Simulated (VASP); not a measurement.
# SrIrBr in VASP: single point with PBE

Aim: the single point of SrIrBr with PBE.

All numbers are computed with VASP 6.6.1; they aren't measurements. Logs are shortened: lines on timing, memory, paths and dates and some standing lists are left out, and cuts for length are marked.

### 1 The cell of the first run

The cell holds an amorphous packing of atoms, 6 atoms: a = 4.057 Å, b = 5.728 Å, c = 6.891 Å, α = 100.81°, β = 84.32°, γ = 90.15°.

### 2 Single point, PBE

INCAR

```
PREC = Accurate ; ENCUT = 520
EDIFF = 1E-7 ; ISMEAR = 1
SIGMA = 0.03 ; LREAL = F
LASPH = T ; NELM = 80
ALGO = Normal ; ISIF = 2
LWAVE = F ; LCHARG = F
GGA = PE ; NBANDS = 35
```

KPOINTS

```
Automatic mesh
0
Gamma
  5 3 3
```

POSCAR

```
SrIrBr
1.0
    4.0009370000     -0.2855840000      0.6087280000
    0.5008050000      5.6584880000     -0.7354730000
   -0.3812260000     -0.3811180000      6.8694950000
Sr Ir Br
2 2 2
Direct
    0.7326730000      0.6293310000      0.3609530000
    0.2722760000      0.1731170000      0.1108200000
    0.6996960000      0.7114970000      0.9232440000
    0.1800400000      0.9042460000      0.6759980000
    0.6244120000      0.1586490000      0.4910880000
    0.0845110000      0.3748830000      0.6795780000
```

Potentials or basis: VASP PAW PBE potentials, release 64 (Sr_sv, Ir, Br).

Command:

```sh
> cat potpaw_PBE.64/Sr_sv/POTCAR potpaw_PBE.64/Ir/POTCAR potpaw_PBE.64/Br/POTCAR > POTCAR
> mpirun -np 1 vasp_std > vasp.out
```

OUTCAR:

```text
PREC = Accurate
   ENCUT = 520
   EDIFF = 1E-7
   ISMEAR = 1
   LREAL = F
   LASPH = T
   NELM = 80
   ISIF = 2
   GGA = PE

 ion  position               nearest neighbor table
   1  0.733  0.629  0.361-   5 3.01   5 3.02   3 3.15   4 3.16   4 3.16   6 3.29   2 3.49   2 3.49
                             6 3.73   3 3.80   2 4.32   2 4.34
   2  0.272  0.173  0.111-   5 3.12   3 3.16   4 3.16   1 3.49   1 3.49   6 3.53   5 3.54   3 3.65
                             6 3.87   3 3.90   1 4.32   1 4.34
   3  0.700  0.711  0.923-   6 2.69   4 2.82   1 3.15   2 3.16   4 3.16   2 3.65   1 3.80   2 3.90

   4  0.180  0.904  0.676-   5 2.69   6 2.72   3 2.82   6 3.06   1 3.16   2 3.16   1 3.16   3 3.16

   5  0.624  0.159  0.491-   6 2.56   6 2.62   4 2.69   1 3.01   1 3.02   2 3.12   2 3.54
   6  0.085  0.375  0.680-   5 2.56   5 2.62   3 2.69   4 2.72   4 3.06   1 3.29   2 3.53   1 3.73
                             2 3.87

  LATTYP: Found a triclinic cell.
 ALAT       =     6.8906128717
 B/A-ratio  =     0.8312787358
 C/A-ratio  =     0.5887783765
 COS(alpha) =     0.0025813432
 COS(beta)  =     0.0989154944
 COS(gamma) =     0.1874811400

  Lattice vectors:

 A1 = (  -0.3812260000,  -0.3811180000,   6.8694950000)
 A2 = (  -0.5008050000,  -5.6584880000,   0.7354730000)
 A3 = (   4.0009370000,  -0.2855840000,   0.6087280000)

Analysis of symmetry for initial positions (statically):
=====================================================================
 Subroutine PRICEL returns:
 Original cell was already a primitive cell.

 Routine SETGRP: Setting up the symmetry group for a
 triclinic supercell.

 Subroutine GETGRP returns: Found  1 space group operations
 (whereof  1 operations were pure point group operations)
 out of a pool of  2 trial point group operations.

The static configuration has the point symmetry C_1 .

Analysis of symmetry for dynamics (positions and initial velocities):
=====================================================================
 Subroutine PRICEL returns:
 Original cell was already a primitive cell.

 Routine SETGRP: Setting up the symmetry group for a
 triclinic supercell.

 Subroutine GETGRP returns: Found  1 space group operations
 (whereof  1 operations were pure point group operations)
 out of a pool of  2 trial point group operations.

The dynamic configuration has the point symmetry C_1 .

 Subroutine INISYM returns: Found  1 space group operations
 (whereof  1 operations are pure point group operations),
 and found     1 'primitive' translations

----------------------------------------------------------------------------------------

                                     Primitive cell

  volume of cell :     156.4981

  direct lattice vectors                    reciprocal lattice vectors
     4.000937000 -0.285584000  0.608728000     0.246588593 -0.020191270  0.012564348
     0.500805000  5.658488000 -0.735473000     0.011053299  0.177104226  0.010439110
    -0.381226000 -0.381118000  6.869495000    -0.020667600  0.020750633  0.145575390

  length of vectors
     4.057043859  5.728019957  6.890612872     0.247732688  0.177755611  0.148492197

  position of ions in fractional coordinates (direct lattice)
     0.732673000  0.629331000  0.360953000
     0.272276000  0.173117000  0.110820000
     0.699696000  0.711497000  0.923244000
     0.180040000  0.904246000  0.675998000
     0.624412000  0.158649000  0.491088000
     0.084511000  0.374883000  0.679578000

  ion indices of the primitive-cell ions
   primitive index   ion index
                 1           1
                 2           2
                 3           3
                 4           4
                 5           5
                 6           6

----------------------------------------------------------------------------------------

 KPOINTS: Automatic mesh

Automatic generation of k-mesh.
 Grid dimensions read from file:
 generate k-points for:    5    3    3

 Generating k-lattice:

  Cartesian coordinates                     Fractional coordinates (reciprocal lattice)
     0.049317719 -0.004038254  0.002512870     0.200000000  0.000000000 -0.000000000
     0.003684433  0.059034742  0.003479703     0.000000000  0.333333333  0.000000000
    -0.006889200  0.006916878  0.048525130     0.000000000  0.000000000  0.333333333

  Length of vectors
     0.049546538  0.059251870  0.049497399

  Shift w.r.t. Gamma in fractional coordinates (k-lattice)
     0.000000000  0.000000000  0.000000000

 Subroutine IBZKPT returns following result:
 ===========================================

 Found     23 irreducible k-points:

 Following reciprocal coordinates:
            Coordinates               Weight
  0.000000  0.000000  0.000000      1.000000
  0.200000  0.000000  0.000000      2.000000
  0.400000 -0.000000 -0.000000      2.000000
 -0.000000  0.333333 -0.000000      2.000000
  0.200000  0.333333 -0.000000      2.000000
  0.400000  0.333333 -0.000000      2.000000
[... 15 lines left out ...]
 -0.400000 -0.333333  0.333333      2.000000
 -0.200000 -0.333333  0.333333      2.000000
   k-points           NKPTS =     23   k-points in BZ     NKDIM =     23   number of bands    NBANDS=     35
   number of dos      NEDOS =    301   number of ions     NIONS =      6
   total plane-waves  NPLWV =  77760
   dimension x,y,z NGX =    30 NGY =   48 NGZ =   54
   dimension x,y,z NGXF=    60 NGYF=   96 NGZF=  108
   ions per type =               2   2   2
   NGX,Y,Z   is equivalent  to a cutoff of  12.29, 13.93, 13.03 a.u.
   NGXF,Y,Z  is equivalent  to a cutoff of  24.59, 27.86, 26.06 a.u.
 SYSTEM =  unknown system
   PREC   = accura    normal or accurate (medium, high low for compatibility)
   ISTART =      0    job   : 0-new  1-cont  2-samecut
   ICHARG =      2    charge: 1-file 2-atom 10-const
   ISPIN  =      1    spin polarized calculation?
   LNONCOLLINEAR =      F non collinear calculations
   LSORBIT =      F    spin-orbit coupling
   LASPH  =      T    aspherical Exc in radial PAW
   ENCUT  =  520.0 eV  38.22 Ry    6.18 a.u.   7.54 10.65 12.81*2*pi/ulx,y,z
   NELM   =     80;   NELMIN=  2; NELMDL= -5     # of ELM steps
   EDIFF  = 0.1E-06   stopping-criterion for ELM
   LREAL  =      F    real-space projection
   EDIFFG = 0.1E-05   stopping-criterion for IOM
   NSW    =      0    number of steps for IOM
   IBRION =     -1    ionic relax: 0-MD 1-quasi-New 2-CG
   NFREE  =      0    steps in history (QN), initial steepest desc. (CG)
   ISIF   =      2    stress and relaxation
   ISYM   =      2    0-nonsym 1-usesym 2-fastsym
   POTIM  = 0.5000    time-step for ionic-motion
   TEBEG  =    0.0;   TEEND  =   0.0 temperature during run
   PSTRESS=    0.0 pullay stress
   NELECT =      52.0000    total number of electrons
   NUPDOWN=      -1.0000    fix difference up-down
   EMIN   =  10.00;   EMAX   =-10.00  energy-range for DOS
   EFERMI =   0.00;   METHOD = LEGACY
   ISMEAR =     1;   SIGMA  =   0.03  broadening in eV -4-tet -1-fermi 0-gaus
   EFERMI_NEDOS =   21; number of points for ismear=-14 and -15
   IALGO  =     38    algorithm
   IMIX   =      4    mixing-type and parameters
     AMIX     =   0.40;   BMIX     =  1.00
     AMIX_MAG =   1.60;   BMIX_MAG =  1.00
  volume/ion in A,a.u.               =      26.08       176.02
  Fermi-wavevector in a.u.,A,eV,Ry     =   1.133895  2.142751 17.493258  1.285718
  Thomas-Fermi vector in A             =   2.270598
   LORBIT       =      0    0 simple, 1 ext, 2 COOP (PROOUT), +10 PAW based schemes
   GGA     = PE    functional components
   LHFCALC =     F    Hartree Fock is set to
   AEXX    =    0.0000 exact exchange contribution
   IVDW    =     0    specifies the selected vdW correction
   LEPSILON=     F    determine dielectric tensor
   LRPA    =     F    only Hartree local field effects (RPA)
 non-spin polarized calculation
 Methfessel and Paxton  Order N= 1 SIGMA  =   0.03
  energy-cutoff  :      520.00
  volume of cell :      156.50
 maximum number of plane-waves:      4227
 NGX is ok and might be reduce to    30
   NGX = 15   NGY = 21   NGZ = 25

 number of electron      52.0000000 magnetization

 Free energy of the ion-electron system (eV)
  ---------------------------------------------------
  ext. energy  EPLUGINS =         0.00000000
  ---------------------------------------------------
  free energy    TOTEN  =       -21.36220629 eV

  energy without entropy =      -21.36168565  energy(sigma->0) =      -21.36203274

 E-fermi :   4.0872     XC(G=0):  -9.7908

 val. band max:        4.0794521670   @ k =   0.0000   0.0000   0.0000
 cond. band min:       4.0885420647   @ k =   0.2000   0.0000   0.3333
 fundamental gap:      0.0090898977
 Fermi energy:         4.0872486241

 k-point     1 :       0.0000    0.0000    0.0000
  band No.  band energies     occupation
      1     -31.6869      2.00000
      2     -31.2976      2.00000
      3     -14.0917      2.00000
      4     -13.8452      2.00000
      5     -13.7006      2.00000
      6     -13.6677      2.00000
[... 27 lines left out ...]
     34       7.8501      0.00000
     35       8.5486      0.00000

 k-point     2 :       0.2000    0.0000    0.0000
  band No.  band energies     occupation
      1     -31.6825      2.00000
      2     -31.2951      2.00000
      3     -13.9789      2.00000
      4     -13.7983      2.00000
      5     -13.7593      2.00000
      6     -13.6283      2.00000
[... 27 lines left out ...]
     34       8.0992      0.00000
     35       8.3376      0.00000

 k-point     3 :       0.4000   -0.0000   -0.0000
  band No.  band energies     occupation
      1     -31.6752      2.00000
      2     -31.2911      2.00000
      3     -13.9488      2.00000
      4     -13.8456      2.00000
      5     -13.6837      2.00000
      6     -13.4860      2.00000
[... 27 lines left out ...]
     34       7.8159      0.00000
     35       8.1812      0.00000
[... 685 lines left out ...]
 k-point    22 :      -0.4000   -0.3333    0.3333
  band No.  band energies     occupation
      1     -31.6751      2.00000
      2     -31.2909      2.00000
      3     -14.0811      2.00000
      4     -13.8501      2.00000
      5     -13.7147      2.00000
      6     -13.5829      2.00000
[... 27 lines left out ...]
     34       7.9530      0.00000
     35       8.5449      0.00000

 k-point    23 :      -0.2000   -0.3333    0.3333
  band No.  band energies     occupation
      1     -31.6821      2.00000
      2     -31.2952      2.00000
      3     -14.2286      2.00000
      4     -13.7846      2.00000
      5     -13.7468      2.00000
      6     -13.5863      2.00000
[... 27 lines left out ...]
     34       7.9575      0.00000
     35       8.3833      0.00000

------------------------ aborting loop because EDIFF is reached ----------------------------------------

  FORCE on cell =-STRESS in cart. coord.  units (eV):
  Direction    XX          YY          ZZ          XY          YZ          ZX
  --------------------------------------------------------------------------------------
  -------------------------------------------------------------------------------------
  Total        6.7795289      1.6907953     -2.9604814     -1.7425957      8.0113145      3.8075167
  in kB       69.4066297     17.3098170    -30.3084530    -17.8401330     82.0172532     38.9801277
  external PRESSURE =      18.8026646 kB  Pullay stress =       0.0000000 kB

 VOLUME and BASIS-vectors are now :
 -----------------------------------------------------------------------------
  energy-cutoff  :      520.00
  volume of cell :      156.50
      direct lattice vectors                 reciprocal lattice vectors
     4.000937000 -0.285584000  0.608728000     0.246588593 -0.020191270  0.012564348
     0.500805000  5.658488000 -0.735473000     0.011053299  0.177104226  0.010439110
    -0.381226000 -0.381118000  6.869495000    -0.020667600  0.020750633  0.145575390

 POSITION                                       TOTAL-FORCE (eV/Angst)
 -----------------------------------------------------------------------------------
      3.10895      3.21426      2.46271         0.088354      1.530065      0.747119
      1.13381      0.85959      0.79970        -0.145256     -1.437391     -1.221922
      2.80380      3.47431      6.24486         0.450184      0.729446     -1.469490
      0.91547      4.80761      4.08831        -0.117256     -0.571304      1.314826
      2.39047      0.53223      3.63694        -0.612946     -3.225892     -2.687892
      0.26679      1.83814      4.44409         0.336919      2.975076      3.317360
 -----------------------------------------------------------------------------------
    total drift:                               -0.000016      0.000202     -0.000123

  FREE ENERGIE OF THE ION-ELECTRON SYSTEM (eV)
  ---------------------------------------------------
  free  energy   TOTEN  =       -21.3622062860 eV

  energy  without entropy=      -21.3616856475  energy(sigma->0) =      -21.36203274
```

Wall time 2 min (1 thread of AMD EPYC 7R13 (Zen 3), shared host); peak memory 0.3 GiB.

What came out:

| Quantity | Value |
| --- | --- |
| Free energy | -21.3622 eV |
| Pressure | 1.9 GPa |
| Largest force | 4.469 eV/Å |
| Band gap on the k mesh | zero (band 26 reaches 4.14 eV, above the bottom of band 27 at 3.96 eV) |

Forces in eV/Å, atoms in the order of the input:
```
Sr   0.088  1.530  0.747
Sr  -0.145 -1.437 -1.222
Ir   0.450  0.729 -1.469
Ir  -0.117 -0.571  1.315
Br  -0.613 -3.226 -2.688
Br   0.337  2.975  3.317
```

Stress tensor (GPa, compression positive):
```
 6.94 -1.78  3.90
-1.78  1.73  8.20
 3.90  8.20 -3.03
```

Levels at points of the mesh, in eV from the Fermi level:
| k point | band 23 | band 24 | band 25 | band 26 | band 27 | band 28 | band 29 | band 30 |
| --- | --- | --- | --- | --- | --- | --- | --- | --- |
| (0.00, 0.00, 0.00) | -0.87 | -0.58 | -0.24 | -0.22 | -0.01 | 0.46 | 1.35 | 1.67 |

Caveat: the k points lie up to 0.37 Å⁻¹ apart; spin-orbit coupling is left out, which moves the levels of the heavy elements.
